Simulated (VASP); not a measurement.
Crystal: Hf3H.

```
Hf H
1.0
     3.14000    0.00000    0.00000
    -1.57000    2.71932    0.00000
     0.00000    0.00000   14.88000
Hf H
6 2
Cartesian
  0.0000 1.8129 1.2400
  1.5700 0.9064 13.6400
  0.0000 1.8129 6.2000
  1.5700 0.9064 8.6800
  1.5700 0.9064 3.7200
  0.0000 1.8129 11.1600
  0.0000 1.8129 14.2600
  1.5700 0.9064 0.6200
```

```yaml
Program: VASP 6.6.1
Task: relaxation of cell and atoms
Functional: PBE
Potentials_or_basis: VASP PAW PBE potentials, release 64 (Hf_pv, H)
Cutoff: 600 eV
k_mesh: 6 × 6 × 1
Occupations: gaussian, width 0.2 eV
Spin: no spin polarisation
```

At the start: pressure 15.6 GPa; volume 15.88 Å³/atom.

Task: How do energy, volume and symmetry change on relaxing?

Result: Over 11 steps the energy falls by 142.3 meV/atom and the volume is 17.51 Å³/atom (+10.2 %); space group P-3m1 (No. 164, to 0.05 Å).

The path:
```
step  energy change (eV)  largest force (eV/Å)  pressure (GPa)  volume (Å³)
   1              0.0000                3.1531           15.57       127.06
   2             -0.4398                0.2698          -10.59       157.54
   3             -0.9835                0.7318           -1.73       143.14
   4             -0.9840                0.7635           -1.43       142.77
   5             -1.0599                0.3631           -0.13       140.75
   6             -1.0851                0.4000            1.26       138.85
   7             -1.1157                0.2679           -0.51       140.73
   8             -1.1172                0.2350           -0.95       141.25
   9             -1.1356                0.1209           -0.10       140.02
  10             -1.1372                0.1019            0.24       139.55
  11             -1.1385                0.0299           -0.17       140.06
```

Final structure:
```xyz
8
Lattice="3.2054 0.0000 0.0000 -1.6027 2.7759 0.0000 0.0000 0.0000 15.7410" Properties=species:S:1:pos:R:3 pbc="T T T"
Hf    0.0000    1.8506    1.5037
Hf    1.6027    0.9253   14.2373
Hf    0.0000    1.8506    6.6051
Hf    1.6027    0.9253    9.1359
Hf    1.6027    0.9253    4.0501
Hf    0.0000    1.8506   11.6909
H     0.0000    1.8506   15.1599
H     1.6027    0.9253    0.5811
```

Caveat: the k points lie up to 0.40 Å⁻¹ apart in the final cell; the relaxation stopped at a loose force limit of 0.08 eV/Å, so its end isn't a converged minimum.
